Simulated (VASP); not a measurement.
# Al2O3 (Cmcm) in VASP: single point with r2SCAN

Aim: the single point of Al2O3 with r2SCAN.

Everything below comes from runs of VASP 6.6.1. Logs are shortened: lines on timing, memory, paths and dates and some standing lists are left out, and cuts for length are marked.

## (1) The cell of the first run

The structure is orthorhombic, space group Cmcm (No. 63). Conventional cell: a = 2.648 Å, b = 8.848 Å, c = 6.977 Å, α = 90.00°, β = 90.00°, γ = 90.00°. Al (site symmetry 2/m) has 6 O at 1.86 to 1.98 Å within 2.5 Å. Al (site symmetry m2m) has 8 O at 1.86 to 2.52 Å and 4 Al at 2.65 to 2.79 Å within 2.8 Å. O (site symmetry m) has 5 Al at 1.86 to 2.52 Å and 11 O at 2.40 to 2.78 Å within 2.8 Å. Within 2.8 Å of O (site symmetry m2m) lie 4 Al at 1.86 to 1.98 Å and 12 O at 2.58 to 2.78 Å.

## (2) Single point, r2SCAN

Contents of POSCAR:

```
Al2O3
1.0
    1.3240785447     -4.4240607656      0.0000000000
    1.3240785447      4.4240607656      0.0000000000
    0.0000000000      0.0000000000      6.9769523763
Al O
4 6
Direct
    0.0000000000      0.0000000000      0.5000000000
    0.2455729542      0.7544270458      0.7500000000
    0.7544270458      0.2455729542      0.2500000000
    0.0000000000      0.0000000000      0.0000000000
    0.6343510086      0.3656489914      0.9218384012
    0.8930324872      0.1069675128      0.7500000000
    0.3656489914      0.6343510086      0.0781615988
    0.3656489914      0.6343510086      0.4218384012
    0.1069675128      0.8930324872      0.2500000000
    0.6343510086      0.3656489914      0.5781615988
```

Contents of INCAR.step1:

```
SYSTEM = Al2O3
PREC = Accurate
ENCUT = 520
ISMEAR = 0
SIGMA = 0.05
LREAL = .FALSE.
LASPH = .TRUE.
NELM = 100
NBANDS = 35
GGA = PE
ALGO = Normal
EDIFF = 1E-4
LWAVE = .TRUE.
LCHARG = .FALSE.
```

Contents of INCAR.step2:

```
SYSTEM = Al2O3
PREC = Accurate
ENCUT = 520
EDIFF = 1E-6
ISMEAR = 0
SIGMA = 0.05
LREAL = .FALSE.
LASPH = .TRUE.
NELM = 100
ALGO = Normal
ISIF = 2
LWAVE = .FALSE.
LCHARG = .FALSE.
METAGGA = R2SCAN
LMIXTAU = .TRUE.
NBANDS = 35
ISTART = 1
```

Contents of KPOINTS:

```
regular mesh
0
G
  8 8 4
  0 0 0
```

Potentials or basis: VASP PAW PBE potentials, release 64 (Al, O).

Launch:

```console
$ cat potpaw_PBE.64/Al/POTCAR potpaw_PBE.64/O/POTCAR > POTCAR
$ cp INCAR.step1 INCAR
$ mpirun -np 1 vasp_std > vasp.out
$ cp INCAR.step2 INCAR
$ mpirun -np 1 vasp_std > vasp.out
```

OUTCAR:

```text
SYSTEM = Al2O3
   PREC = Accurate
   ENCUT = 520
   EDIFF = 1E-6
   ISMEAR = 0
   LREAL = .FALSE.
   LASPH = .TRUE.
   NELM = 100
   ISIF = 2
   METAGGA = R2SCAN
   ISTART = 1

 ion  position               nearest neighbor table
   1  0.000  0.000  0.500-  10 1.86   8 1.86  10 1.86   8 1.86   6 1.98   9 1.98   2 2.79   3 2.79
                             3 3.14   2 3.14   2 3.14   3 3.14
   2  0.246  0.754  0.750-   6 1.86   6 1.86  10 2.04   5 2.04   5 2.04  10 2.04   8 2.52   7 2.52
                             4 2.79   1 2.79   4 3.14   4 3.14   1 3.14   1 3.14
   3  0.754  0.246  0.250-   9 1.86   9 1.86   7 2.04   7 2.04   8 2.04   8 2.04  10 2.52   5 2.52
                             4 2.79   1 2.79   1 3.14   1 3.14   4 3.14   4 3.14
   4  0.000  0.000  0.000-   5 1.86   7 1.86   5 1.86   7 1.86   6 1.98   9 1.98   2 2.79   3 2.79
                             3 3.14   2 3.14   2 3.14   3 3.14
   5  0.634  0.366  0.922-   4 1.86   4 1.86   2 2.04   2 2.04   3 2.52
   6  0.893  0.107  0.750-   2 1.86   2 1.86   4 1.98   1 1.98
   7  0.366  0.634  0.078-   4 1.86   4 1.86   3 2.04   3 2.04   2 2.52
   8  0.366  0.634  0.422-   1 1.86   1 1.86   3 2.04   3 2.04   2 2.52
   9  0.107  0.893  0.250-   3 1.86   3 1.86   4 1.98   1 1.98
  10  0.634  0.366  0.578-   1 1.86   1 1.86   2 2.04   2 2.04   3 2.52

  LATTYP: Found a base centered orthorhombic cell.
 ALAT       =     2.6481570894
 B/A-ratio  =     3.3412374087
 C/A-ratio  =     2.6346444492

  Lattice vectors:

 A1 = (   1.3240785447,  -4.4240607656,   0.0000000000)
 A2 = (   1.3240785447,   4.4240607656,   0.0000000000)
 A3 = (   0.0000000000,   0.0000000000,   6.9769523763)

Analysis of symmetry for initial positions (statically):
=====================================================================
 Subroutine PRICEL returns:
 Original cell was already a primitive cell.

 Routine SETGRP: Setting up the symmetry group for a
 base centered orthorhombic supercell.

 Subroutine GETGRP returns: Found  8 space group operations
 (whereof  4 operations were pure point group operations)
 out of a pool of  8 trial point group operations.

The static configuration has the point symmetry C_2h.
 The point group associated with its full space group is D_2h.

Analysis of symmetry for dynamics (positions and initial velocities):
=====================================================================
 Subroutine PRICEL returns:
 Original cell was already a primitive cell.

 Routine SETGRP: Setting up the symmetry group for a
 base centered orthorhombic supercell.

[... 132 lines left out ...]
   NELECT =      48.0000    total number of electrons
   NUPDOWN=      -1.0000    fix difference up-down
   EMIN   =  10.00;   EMAX   =-10.00  energy-range for DOS
   EFERMI =   0.00;   METHOD = LEGACY
   ISMEAR =     0;   SIGMA  =   0.05  broadening in eV -4-tet -1-fermi 0-gaus
   EFERMI_NEDOS =   21; number of points for ismear=-14 and -15
   IALGO  =     38    algorithm
   IMIX   =      4    mixing-type and parameters
     AMIX     =   0.40;   BMIX     =  1.00
     AMIX_MAG =   1.60;   BMIX_MAG =  1.00
  volume/ion in A,a.u.               =       8.17        55.16
  Fermi-wavevector in a.u.,A,eV,Ry     =   1.370919  2.590661 25.571037  1.879418
  Thomas-Fermi vector in A             =   2.496662
   LORBIT       =      0    0 simple, 1 ext, 2 COOP (PROOUT), +10 PAW based schemes
   METAGGA = R2SCAN    functional components
   LHFCALC =     F    Hartree Fock is set to
   AEXX    =    0.0000 exact exchange contribution
   IVDW    =     0    specifies the selected vdW correction
   LEPSILON=     F    determine dielectric tensor
   LRPA    =     F    only Hartree local field effects (RPA)
 non-spin polarized calculation
 Gauss-broadening in eV      SIGMA  =   0.05
  energy-cutoff  :      520.00
  volume of cell :       81.74
 maximum number of plane-waves:      2228
 NGX is ok and might be reduce to    36
   NGX = 17   NGY = 17   NGZ = 25

 number of electron      48.0000005 magnetization

 Free energy of the ion-electron system (eV)
  ---------------------------------------------------
  ext. energy  EPLUGINS =         0.00000000
  ---------------------------------------------------
  free energy    TOTEN  =       -93.31503046 eV

  energy without entropy =      -93.31503046  energy(sigma->0) =      -93.31503046

 E-fermi :   7.7133     XC(G=0): -12.5391

 val. band max:        7.3932666116   @ k =   0.0000   0.0000   0.0000
 cond. band min:      12.9787883545   @ k =   0.0000   0.0000   0.0000
 fundamental gap:      5.5855217429
 Fermi energy:         7.7133427511

 k-point     1 :       0.0000    0.0000    0.0000
  band No.  band energies     occupation
      1     -13.9405      2.00000
      2     -12.4276      2.00000
      3     -12.3276      2.00000
      4     -11.6421      2.00000
      5     -11.0409      2.00000
      6     -10.9749      2.00000
[... 901 lines left out ...]
     34      20.8618      0.00000
     35      21.7604      0.00000

 [... further k-points ...]

------------------------ aborting loop because EDIFF is reached ----------------------------------------

  FORCE on cell =-STRESS in cart. coord.  units (eV):
  Direction    XX          YY          ZZ          XY          YZ          ZX
  --------------------------------------------------------------------------------------
  -------------------------------------------------------------------------------------
  Total       -0.1874766     -0.2221609     -0.4331723      0.0000000     -0.0000000      0.0000000
  in kB       -3.6747434     -4.3545934     -8.4906446      0.0000000     -0.0000000      0.0000000
  external PRESSURE =      -5.5066605 kB  Pullay stress =       0.0000000 kB

 VOLUME and BASIS-vectors are now :
 -----------------------------------------------------------------------------
  energy-cutoff  :      520.00
  volume of cell :       81.74
      direct lattice vectors                 reciprocal lattice vectors
     1.324078545 -4.424060766  0.000000000     0.377621103 -0.113018339  0.000000000
     1.324078545  4.424060766  0.000000000     0.377621103  0.113018339  0.000000000
     0.000000000  0.000000000  6.976952376     0.000000000  0.000000000  0.143329056

 POSITION                                       TOTAL-FORCE (eV/Angst)
 -----------------------------------------------------------------------------------
      0.00000      0.00000      3.48848         0.000000     -0.000000     -0.000000
      1.32408      2.25120      5.23271         0.000000      0.044032     -0.000000
      1.32408     -2.25120      1.74424         0.000000     -0.044032     -0.000000
      0.00000      0.00000      0.00000        -0.000000     -0.000000     -0.000000
      1.32408     -1.18875      6.43162         0.000000     -0.012016     -0.019527
      1.32408     -3.47760      5.23271         0.000000     -0.033842     -0.000000
      1.32408      1.18875      0.54533         0.000000      0.012016      0.019527
      1.32408      1.18875      2.94315         0.000000      0.012016     -0.019527
      1.32408      3.47760      1.74424         0.000000      0.033842     -0.000000
      1.32408     -1.18875      4.03381         0.000000     -0.012016      0.019527
 -----------------------------------------------------------------------------------
    total drift:                                0.000000     -0.000000     -0.000000

  FREE ENERGIE OF THE ION-ELECTRON SYSTEM (eV)
  ---------------------------------------------------
  free  energy   TOTEN  =       -93.3150304581 eV

  energy  without entropy=      -93.3150304581  energy(sigma->0) =      -93.31503046
```

OUTCAR.step1:

```text
SYSTEM = Al2O3
   PREC = Accurate
   ENCUT = 520
   ISMEAR = 0
   LREAL = .FALSE.
   LASPH = .TRUE.
[... 1173 lines left out ...]
      1.32408      1.18875      2.94315        -0.000000      0.143121      0.023904
      1.32408      3.47760      1.74424        -0.000000      0.164005     -0.000000
      1.32408     -1.18875      4.03381        -0.000000     -0.143121     -0.023904
 -----------------------------------------------------------------------------------
    total drift:                                0.000000     -0.000000     -0.000000

  FREE ENERGIE OF THE ION-ELECTRON SYSTEM (eV)
  ---------------------------------------------------
  free  energy   TOTEN  =       -71.9549800378 eV

  energy  without entropy=      -71.9549800378  energy(sigma->0) =      -71.95498004
```

OSZICAR.step1:

```text
N       E                     dE             d eps       ncg     rms          rms(c)
DAV:   1     0.222671615482E+03    0.22267E+03   -0.25037E+04  4458   0.129E+03
DAV:   2    -0.675243083038E+02   -0.29020E+03   -0.27691E+03  5668   0.287E+02
DAV:   3    -0.800396694876E+02   -0.12515E+02   -0.12461E+02  5683   0.593E+01
DAV:   4    -0.801337536324E+02   -0.94084E-01   -0.94034E-01  5401   0.597E+00
DAV:   5    -0.801348961005E+02   -0.11425E-02   -0.11423E-02  5580   0.645E-01    0.175E+01
DAV:   6    -0.719717551557E+02    0.81631E+01   -0.27393E+01  5341   0.281E+01    0.577E+00
DAV:   7    -0.719646080764E+02    0.71471E-02   -0.83399E-01  5318   0.458E+00    0.327E+00
DAV:   8    -0.719527439382E+02    0.11864E-01   -0.84198E-02  5349   0.215E+00    0.796E-01
DAV:   9    -0.719545818421E+02   -0.18379E-02   -0.19783E-02  5428   0.802E-01    0.290E-01
DAV:  10    -0.719550162945E+02   -0.43445E-03   -0.89489E-04  5296   0.187E-01    0.732E-02
DAV:  11    -0.719549800378E+02    0.36257E-04   -0.28838E-04  4628   0.102E-01
   1 F= -.71954980E+02 E0= -.71954980E+02  d E =-.383612E-13
```

It took 12 min on 1 thread of AMD EPYC 7R13 (Zen 3), shared host; peak memory 0.31 GiB.

What came out:

| Property | Result |
| --- | --- |
| Free energy | -93.3150 eV |
| Pressure | -0.6 GPa |
| Largest force | 0.044 eV/Å |
| Band gap on the k mesh | 5.59 eV |

Forces in eV/Å, atoms in the order of the input:
```
Al   0.000  0.000  0.000
Al   0.000  0.044  0.000
Al   0.000 -0.044  0.000
Al   0.000  0.000  0.000
O    0.000 -0.012 -0.020
O    0.000 -0.034  0.000
O    0.000  0.012  0.020
O    0.000  0.012 -0.020
O    0.000  0.034  0.000
O    0.000 -0.012  0.020
```

Caveat: the PAW data sets were made with another functional, which shifts forces and pressure a little.
